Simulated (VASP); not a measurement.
# AgPAu3 (Pm-3m) in VASP: further runs

The runs below take AgPAu3 through single point, relaxation of cell and atoms, with PBE.

Program: VASP 6.6.1. These are calculated values, not measurements. Logs are shortened: lines on timing, memory, paths and dates and some standing lists are left out, and cuts for length are marked.

## 1. The cell of the first run

It takes space group Pm-3m (No. 221, cubic). Conventional cell: a = 4.440 Å, b = 4.440 Å, c = 4.440 Å, α = 90.00°, β = 90.00°, γ = 90.00°. Within 4.1 Å of Ag (site symmetry m-3m) lie 12 Au at 3.14 Å and 8 P at 3.85 Å. P (site symmetry m-3m) has 6 Au at 2.22 Å within 2.9 Å. Within 2.9 Å of Au (site symmetry 4/mmm) lie 2 P at 2.22 Å.

The cell was generated, and may not be a known phase.

## 2. Single point, PBE

The input, INCAR:

```
SYSTEM = AgPAu3
PREC     = Accurate       ! precision mode
ENCUT    = 520            ! plane-wave cutoff, eV
EDIFF    = 1E-6           ! SCF threshold, eV
ISMEAR   = 0              ! smearing method
SIGMA    = 0.1            ! smearing width, eV
LREAL    = .False.        ! projectors in reciprocal space
LASPH    = .True.         ! aspherical terms in the spheres
NELM     = 100            ! most SCF steps
ALGO     = Normal         ! electronic algorithm
ISIF     = 2              ! what is computed and relaxed
LWAVE    = .False.        ! write WAVECAR
LCHARG   = .False.        ! write CHGCAR
GGA      = PE             ! functional
NBANDS   = 32             ! bands
```

The input, KPOINTS:

```
regular mesh
0
Gamma
  4 4 4
  0 0 0
```

The input, POSCAR:

```
AgPAu3
1.0
    4.4401792900      0.0000000000      0.0000000000
    0.0000000000      4.4401792900      0.0000000000
    0.0000000000      0.0000000000      4.4401792900
Ag P Au
1 1 3
Direct
    0.0000000000      0.0000000000      0.0000000000
    0.5000000000      0.5000000000      0.5000000000
    0.0000000000      0.5000000000      0.5000000000
    0.5000000000      0.0000000000      0.5000000000
    0.5000000000      0.5000000000      0.0000000000
```

Potentials or basis: VASP PAW PBE potentials, release 64 (Ag, P, Au).

On the command line:

```console
cat potpaw_PBE.64/Ag/POTCAR potpaw_PBE.64/P/POTCAR potpaw_PBE.64/Au/POTCAR > POTCAR
mpirun -np 1 vasp_std > vasp.out
```

OUTCAR:

```text
SYSTEM = AgPAu3
   PREC = Accurate
   ENCUT = 520
   EDIFF = 1E-6
   ISMEAR = 0
   LREAL = .False.
   LASPH = .True.
   NELM = 100
   ISIF = 2
   GGA = PE

 ion  position               nearest neighbor table
   1  0.000  0.000  0.000-   3 3.14   4 3.14   5 3.14   3 3.14   4 3.14   3 3.14   5 3.14   3 3.14
                             4 3.14   5 3.14   4 3.14   5 3.14
   2  0.500  0.500  0.500-   3 2.22   4 2.22   5 2.22   5 2.22   4 2.22   3 2.22
   3  0.000  0.500  0.500-   2 2.22   2 2.22   4 3.14   5 3.14   1 3.14   5 3.14   1 3.14   4 3.14
                             1 3.14   1 3.14   4 3.14   5 3.14   5 3.14   4 3.14
   4  0.500  0.000  0.500-   2 2.22   2 2.22   3 3.14   5 3.14   1 3.14   5 3.14   1 3.14   3 3.14
                             5 3.14   5 3.14   1 3.14   3 3.14   1 3.14   3 3.14
   5  0.500  0.500  0.000-   2 2.22   2 2.22   3 3.14   4 3.14   1 3.14   3 3.14   4 3.14   1 3.14
                             4 3.14   4 3.14   1 3.14   3 3.14   3 3.14   1 3.14

  LATTYP: Found a simple cubic cell.
 ALAT       =     4.4401792900

  Lattice vectors:

 A1 = (   4.4401792900,   0.0000000000,   0.0000000000)
 A2 = (   0.0000000000,   4.4401792900,   0.0000000000)
 A3 = (   0.0000000000,   0.0000000000,   4.4401792900)

Analysis of symmetry for initial positions (statically):
=====================================================================
 Subroutine PRICEL returns:
 Original cell was already a primitive cell.

 Routine SETGRP: Setting up the symmetry group for a
 simple cubic supercell.

 Subroutine GETGRP returns: Found 48 space group operations
 (whereof 48 operations were pure point group operations)
 out of a pool of 48 trial point group operations.

The static configuration has the point symmetry O_h .

Analysis of symmetry for dynamics (positions and initial velocities):
=====================================================================
 Subroutine PRICEL returns:
 Original cell was already a primitive cell.

 Routine SETGRP: Setting up the symmetry group for a
 simple cubic supercell.

 Subroutine GETGRP returns: Found 48 space group operations
 (whereof 48 operations were pure point group operations)
 out of a pool of 48 trial point group operations.

The dynamic configuration has the point symmetry O_h .

 Subroutine INISYM returns: Found 48 space group operations
 (whereof 48 operations are pure point group operations),
 and found     1 'primitive' translations

----------------------------------------------------------------------------------------

                                     Primitive cell

  volume of cell :      87.5390

  direct lattice vectors                    reciprocal lattice vectors
     4.440179290  0.000000000  0.000000000     0.225216131  0.000000000  0.000000000
     0.000000000  4.440179290  0.000000000     0.000000000  0.225216131  0.000000000
     0.000000000  0.000000000  4.440179290     0.000000000  0.000000000  0.225216131

  length of vectors
     4.440179290  4.440179290  4.440179290     0.225216131  0.225216131  0.225216131

  position of ions in fractional coordinates (direct lattice)
     0.000000000  0.000000000  0.000000000
     0.500000000  0.500000000  0.500000000
     0.000000000  0.500000000  0.500000000
     0.500000000  0.000000000  0.500000000
     0.500000000  0.500000000  0.000000000

  ion indices of the primitive-cell ions
   primitive index   ion index
                 1           1
                 2           2
                 3           3
                 4           4
                 5           5

----------------------------------------------------------------------------------------

 KPOINTS: regular mesh

Automatic generation of k-mesh.
 Grid dimensions read from file:
 generate k-points for:    4    4    4

 Generating k-lattice:

  Cartesian coordinates                     Fractional coordinates (reciprocal lattice)
     0.056304033  0.000000000  0.000000000     0.250000000  0.000000000  0.000000000
     0.000000000  0.056304033  0.000000000     0.000000000  0.250000000  0.000000000
     0.000000000  0.000000000  0.056304033     0.000000000  0.000000000  0.250000000

  Length of vectors
     0.056304033  0.056304033  0.056304033

  Shift w.r.t. Gamma in fractional coordinates (k-lattice)
     0.000000000  0.000000000  0.000000000

 Subroutine IBZKPT returns following result:
 ===========================================

 Found     10 irreducible k-points:

 Following reciprocal coordinates:
            Coordinates               Weight
  0.000000  0.000000  0.000000      1.000000
  0.250000  0.000000  0.000000      6.000000
  0.500000  0.000000  0.000000      3.000000
  0.250000  0.250000  0.000000     12.000000
  0.500000  0.250000  0.000000     12.000000
  0.500000  0.500000  0.000000      3.000000
  0.250000  0.250000  0.250000      8.000000
  0.500000  0.250000  0.250000     12.000000
  0.500000  0.500000  0.250000      6.000000
  0.500000  0.500000  0.500000      1.000000
   k-points           NKPTS =     10   k-points in BZ     NKDIM =     10   number of bands    NBANDS=     32
   number of dos      NEDOS =    301   number of ions     NIONS =      5
   total plane-waves  NPLWV =  46656
   dimension x,y,z NGX =    36 NGY =   36 NGZ =   36
   dimension x,y,z NGXF=    72 NGYF=   72 NGZF=   72
   ions per type =               1   1   3
   NGX,Y,Z   is equivalent  to a cutoff of  13.48, 13.48, 13.48 a.u.
   NGXF,Y,Z  is equivalent  to a cutoff of  26.96, 26.96, 26.96 a.u.
 SYSTEM =  AgPAu3
   PREC   = accura    normal or accurate (medium, high low for compatibility)
   ISTART =      0    job   : 0-new  1-cont  2-samecut
   ICHARG =      2    charge: 1-file 2-atom 10-const
   ISPIN  =      1    spin polarized calculation?
   LNONCOLLINEAR =      F non collinear calculations
   LSORBIT =      F    spin-orbit coupling
   LASPH  =      T    aspherical Exc in radial PAW
   ENCUT  =  520.0 eV  38.22 Ry    6.18 a.u.   8.26  8.26  8.26*2*pi/ulx,y,z
   NELM   =    100;   NELMIN=  2; NELMDL= -5     # of ELM steps
   EDIFF  = 0.1E-05   stopping-criterion for ELM
   LREAL  =      F    real-space projection
   EDIFFG = 0.1E-04   stopping-criterion for IOM
   NSW    =      0    number of steps for IOM
   IBRION =     -1    ionic relax: 0-MD 1-quasi-New 2-CG
   NFREE  =      0    steps in history (QN), initial steepest desc. (CG)
   ISIF   =      2    stress and relaxation
   ISYM   =      2    0-nonsym 1-usesym 2-fastsym
   POTIM  = 0.5000    time-step for ionic-motion
   TEBEG  =    0.0;   TEEND  =   0.0 temperature during run
   PSTRESS=    0.0 pullay stress
   NELECT =      49.0000    total number of electrons
   NUPDOWN=      -1.0000    fix difference up-down
   EMIN   =  10.00;   EMAX   =-10.00  energy-range for DOS
   EFERMI =   0.00;   METHOD = LEGACY
   ISMEAR =     0;   SIGMA  =   0.10  broadening in eV -4-tet -1-fermi 0-gaus
   EFERMI_NEDOS =   21; number of points for ismear=-14 and -15
   IALGO  =     38    algorithm
   IMIX   =      4    mixing-type and parameters
     AMIX     =   0.40;   BMIX     =  1.00
     AMIX_MAG =   1.60;   BMIX_MAG =  1.00
  volume/ion in A,a.u.               =      17.51       118.15
  Fermi-wavevector in a.u.,A,eV,Ry     =   1.349190  2.549599 24.766860  1.820313
  Thomas-Fermi vector in A             =   2.476797
   LORBIT       =      0    0 simple, 1 ext, 2 COOP (PROOUT), +10 PAW based schemes
   GGA     = PE    functional components
   LHFCALC =     F    Hartree Fock is set to
   AEXX    =    0.0000 exact exchange contribution
   IVDW    =     0    specifies the selected vdW correction
   LEPSILON=     F    determine dielectric tensor
   LRPA    =     F    only Hartree local field effects (RPA)
 non-spin polarized calculation
 Gauss-broadening in eV      SIGMA  =   0.10
  energy-cutoff  :      520.00
  volume of cell :       87.54
 maximum number of plane-waves:      2373
 NGX is ok and might be reduce to    36
   NGX = 17   NGY = 17   NGZ = 17

 number of electron      48.9999995 magnetization

 Free energy of the ion-electron system (eV)
  ---------------------------------------------------
  ext. energy  EPLUGINS =         0.00000000
  ---------------------------------------------------
  free energy    TOTEN  =       -15.24976985 eV

  energy without entropy =      -15.23587541  energy(sigma->0) =      -15.24282263

 E-fermi :   9.5699     XC(G=0): -11.8578

 val. band max:        9.4763933854   @ k =   0.5000   0.5000   0.0000
 cond. band min:       9.5968326952   @ k =   0.5000   0.0000   0.0000
 fundamental gap:      0.1204393098
 Fermi energy:         9.5699004012

 k-point     1 :       0.0000    0.0000    0.0000
  band No.  band energies     occupation
      1      -6.3298      2.00000
      2       1.4351      2.00000
      3       1.8754      2.00000
      4       1.8754      2.00000
      5       1.8754      2.00000
      6       2.6934      2.00000
[... 24 lines left out ...]
     31      16.6546      0.00000
     32      16.6546      0.00000

 k-point     2 :       0.2500    0.0000    0.0000
  band No.  band energies     occupation
      1      -5.9717      2.00000
      2       1.1341      2.00000
      3       1.9034      2.00000
      4       1.9775      2.00000
      5       1.9775      2.00000
      6       1.9785      2.00000
[... 24 lines left out ...]
     31      15.7781      0.00000
     32      16.2371      0.00000
[... 243 lines left out ...]
     31      16.8491      0.00000
     32      17.3112      0.00000

 k-point    10 :       0.5000    0.5000    0.5000
  band No.  band energies     occupation
      1      -3.1776      2.00000
      2      -0.9588      2.00000
      3      -0.9588      2.00000
      4      -0.9588      2.00000
      5       2.6156      2.00000
      6       2.9869      2.00000
[... 24 lines left out ...]
     31      17.3931      0.00000
     32      17.7132      0.00000

------------------------ aborting loop because EDIFF is reached ----------------------------------------

  FORCE on cell =-STRESS in cart. coord.  units (eV):
  Direction    XX          YY          ZZ          XY          YZ          ZX
  --------------------------------------------------------------------------------------
  -------------------------------------------------------------------------------------
  Total       14.1020687     14.1020687     14.1020687      0.0000000      0.0000000      0.0000000
  in kB      258.1023085    258.1023085    258.1023085      0.0000000      0.0000000      0.0000000
  external PRESSURE =     258.1023085 kB  Pullay stress =       0.0000000 kB

 VOLUME and BASIS-vectors are now :
 -----------------------------------------------------------------------------
  energy-cutoff  :      520.00
  volume of cell :       87.54
      direct lattice vectors                 reciprocal lattice vectors
     4.440179290  0.000000000  0.000000000     0.225216131  0.000000000  0.000000000
     0.000000000  4.440179290  0.000000000     0.000000000  0.225216131  0.000000000
     0.000000000  0.000000000  4.440179290     0.000000000  0.000000000  0.225216131

 POSITION                                       TOTAL-FORCE (eV/Angst)
 -----------------------------------------------------------------------------------
      0.00000      0.00000      0.00000         0.000000      0.000000      0.000000
      2.22009      2.22009      2.22009         0.000000      0.000000      0.000000
      0.00000      2.22009      2.22009         0.000000      0.000000      0.000000
      2.22009      0.00000      2.22009         0.000000      0.000000      0.000000
      2.22009      2.22009      0.00000         0.000000      0.000000      0.000000
 -----------------------------------------------------------------------------------
    total drift:                                0.000000      0.000000      0.000000

  FREE ENERGIE OF THE ION-ELECTRON SYSTEM (eV)
  ---------------------------------------------------
  free  energy   TOTEN  =       -15.2497698547 eV

  energy  without entropy=      -15.2358754102  energy(sigma->0) =      -15.24282263
```

Wall time 37 s (1 thread of Intel Xeon 8259CL, shared host); peak memory 0.22 GiB.

What came out:

```yaml
Free_energy: -15.2498 eV
Pressure: 25.8 GPa
Band_gap_on_the_k_mesh: zero (an odd number of electrons rules out a gap without spin polarisation)
```

Caveat: the cell stands under pressure; spin-orbit coupling is left out, which moves the levels of the heavy elements.

## 3. Single point, PBE

This run uses another cell than the first one, of 21.21 Å³/atom.

The input, INCAR:

```
SYSTEM = AgPAu3
PREC = Accurate ; ENCUT = 520
EDIFF = 1E-6 ; ISMEAR = 0
SIGMA = 0.1 ; LREAL = .False.
LASPH = .True. ; NELM = 100
ALGO = Normal ; ISIF = 2
LWAVE = .False. ; LCHARG = .True.
GGA = PE ; LELF = .True.
LVHAR = .True. ; NBANDS = 32
```

KPOINTS is that of step 2.

Changes to POSCAR since step 2:

```diff
@@ -2,5 +2,5 @@
 1.0
-    4.4401792900      0.0000000000      0.0000000000
-    0.0000000000      4.4401792900      0.0000000000
-    0.0000000000      0.0000000000      4.4401792900
+    4.7332238836      0.0000000000      0.0000000000
+    0.0000000000      4.7332238836      0.0000000000
+    0.0000000000      0.0000000000      4.7332238836
 Ag P Au
```

Potentials or basis: VASP PAW PBE potentials, release 64 (Ag, P, Au).

On the command line:

```console
cat potpaw_PBE.64/Ag/POTCAR potpaw_PBE.64/P/POTCAR potpaw_PBE.64/Au/POTCAR > POTCAR
mpirun -np 1 vasp_std > vasp.out
```

OUTCAR:

```text
SYSTEM = AgPAu3
   PREC = Accurate
   ENCUT = 520
   EDIFF = 1E-6
   ISMEAR = 0
   LREAL = .False.
   LASPH = .True.
   NELM = 100
   ISIF = 2
   GGA = PE

 ion  position               nearest neighbor table
   1  0.000  0.000  0.000-   3 3.35   4 3.35   5 3.35   3 3.35   4 3.35   3 3.35   5 3.35   3 3.35
                             4 3.35   5 3.35   4 3.35   5 3.35
   2  0.500  0.500  0.500-   3 2.37   4 2.37   5 2.37   5 2.37   4 2.37   3 2.37
   3  0.000  0.500  0.500-   2 2.37   2 2.37   4 3.35   5 3.35   1 3.35   5 3.35   1 3.35   4 3.35
                             1 3.35   1 3.35   4 3.35   5 3.35   5 3.35   4 3.35
   4  0.500  0.000  0.500-   2 2.37   2 2.37   3 3.35   5 3.35   1 3.35   5 3.35   1 3.35   3 3.35
                             5 3.35   5 3.35   1 3.35   3 3.35   1 3.35   3 3.35
   5  0.500  0.500  0.000-   2 2.37   2 2.37   3 3.35   4 3.35   1 3.35   3 3.35   4 3.35   1 3.35
                             4 3.35   4 3.35   1 3.35   3 3.35   3 3.35   1 3.35

  LATTYP: Found a simple cubic cell.
 ALAT       =     4.7332238836

  Lattice vectors:

 A1 = (   4.7332238836,   0.0000000000,   0.0000000000)
 A2 = (   0.0000000000,   4.7332238836,   0.0000000000)
 A3 = (   0.0000000000,   0.0000000000,   4.7332238836)
[... 170 lines left out ...]
 cond. band min:       6.7018147782   @ k =   0.5000   0.2500   0.0000
 fundamental gap:      0.0628032555
 Fermi energy:         6.6869596679

 k-point     1 :       0.0000    0.0000    0.0000
  band No.  band energies     occupation
      1      -7.0495      2.00000
      2       0.2906      2.00000
      3       0.7171      2.00000
      4       0.7171      2.00000
      5       0.7171      2.00000
      6       1.2721      2.00000
[... 339 lines left out ...]
     31      14.1240      0.00000
     32      14.3108      0.00000

------------------------ aborting loop because EDIFF is reached ----------------------------------------

  FORCE on cell =-STRESS in cart. coord.  units (eV):
  Direction    XX          YY          ZZ          XY          YZ          ZX
  --------------------------------------------------------------------------------------
  -------------------------------------------------------------------------------------
  Total       -0.0493215     -0.0493215     -0.0493215      0.0000000      0.0000000     -0.0000000
  in kB       -0.7452045     -0.7452045     -0.7452045      0.0000000      0.0000000     -0.0000000
  external PRESSURE =      -0.7452045 kB  Pullay stress =       0.0000000 kB

 VOLUME and BASIS-vectors are now :
 -----------------------------------------------------------------------------
  energy-cutoff  :      520.00
  volume of cell :      106.04
      direct lattice vectors                 reciprocal lattice vectors
     4.733223884  0.000000000  0.000000000     0.211272491  0.000000000  0.000000000
     0.000000000  4.733223884  0.000000000     0.000000000  0.211272491  0.000000000
     0.000000000  0.000000000  4.733223884     0.000000000  0.000000000  0.211272491

 POSITION                                       TOTAL-FORCE (eV/Angst)
 -----------------------------------------------------------------------------------
      0.00000      0.00000      0.00000         0.000000      0.000000      0.000000
      2.36661      2.36661      2.36661         0.000000      0.000000      0.000000
      0.00000      2.36661      2.36661         0.000000      0.000000      0.000000
      2.36661      0.00000      2.36661         0.000000      0.000000      0.000000
      2.36661      2.36661      0.00000         0.000000      0.000000      0.000000
 -----------------------------------------------------------------------------------
    total drift:                                0.000000      0.000000      0.000000

  FREE ENERGIE OF THE ION-ELECTRON SYSTEM (eV)
  ---------------------------------------------------
  free  energy   TOTEN  =       -16.4556456178 eV

  energy  without entropy=      -16.4270458612  energy(sigma->0) =      -16.44134574
```

OSZICAR:

```text
N       E                     dE             d eps       ncg     rms          rms(c)
DAV:   1     0.296865930829E+03    0.29687E+03   -0.23592E+04   648   0.140E+03
DAV:   2    -0.862904274573E+01   -0.30549E+03   -0.28524E+03   712   0.303E+02
DAV:   3    -0.179439632294E+02   -0.93149E+01   -0.91782E+01   736   0.522E+01
DAV:   4    -0.180433049739E+02   -0.99342E-01   -0.99318E-01   720   0.576E+00
DAV:   5    -0.180448489173E+02   -0.15439E-02   -0.15439E-02   792   0.736E-01    0.149E+01
DAV:   6    -0.164974623830E+02    0.15474E+01   -0.53255E+00   672   0.161E+01    0.915E+00
DAV:   7    -0.164747656896E+02    0.22697E-01   -0.27507E-01   688   0.368E+00    0.509E+00
DAV:   8    -0.164563121329E+02    0.18454E-01   -0.35648E-02   680   0.135E+00    0.490E-01
DAV:   9    -0.164556391826E+02    0.67295E-03   -0.22138E-03   736   0.493E-01    0.244E-01
DAV:  10    -0.164556233104E+02    0.15872E-04   -0.48577E-04   704   0.135E-01    0.125E-01
DAV:  11    -0.164556456155E+02   -0.22305E-04   -0.58836E-05   672   0.532E-02    0.125E-02
DAV:  12    -0.164556456178E+02   -0.22692E-08   -0.20279E-06   496   0.131E-02
   1 F= -.16455646E+02 E0= -.16441346E+02  d E =-.285998E-01
```

stdout:

```text
POSCAR found type information on POSCAR AgP Au
 POSCAR found :  3 types and       5 ions
 scaLAPACK will be used
 LDA part: xc-table for (Slater+PW92), standard interpolation
 POSCAR, INCAR and KPOINTS ok, starting setup
 FFT: planning ... GRIDC
 FFT: planning ... GRID_SOFT
 FFT: planning ... GRID
 WAVECAR not read
 entering main loop
```

Run time: 43 s. Hardware: 1 thread of Intel Xeon 8259CL, shared host; peak memory 0.22 GiB.

Results:

- Free energy: -16.4556 eV
- Pressure: -0.1 GPa
- Band gap on the k mesh: zero (an odd number of electrons rules out a gap without spin polarisation)

Levels at points of the mesh, in eV from the Fermi level:
```csv
k point,band 22,band 23,band 24,band 25,band 26,band 27
"(0.00, 0.00, 0.00)",-3.31,-3.31,-3.31,0.35,0.35,0.68
"(0.50, 0.00, 0.00)",-3.32,-1.86,-1.86,0.04,0.04,1.21
"(0.50, 0.50, 0.00)",-2.76,-2.76,-1.43,-0.78,-0.14,3.95
"(0.50, 0.50, 0.50)",-1.47,-1.47,-1.47,-0.88,-0.88,-0.88
```

Caveat: spin-orbit coupling is left out, which moves the levels of the heavy elements.

(Continued in part 2 of 2.)

The gap in the log of VASP goes by the Fermi energy; the results here count the filled bands.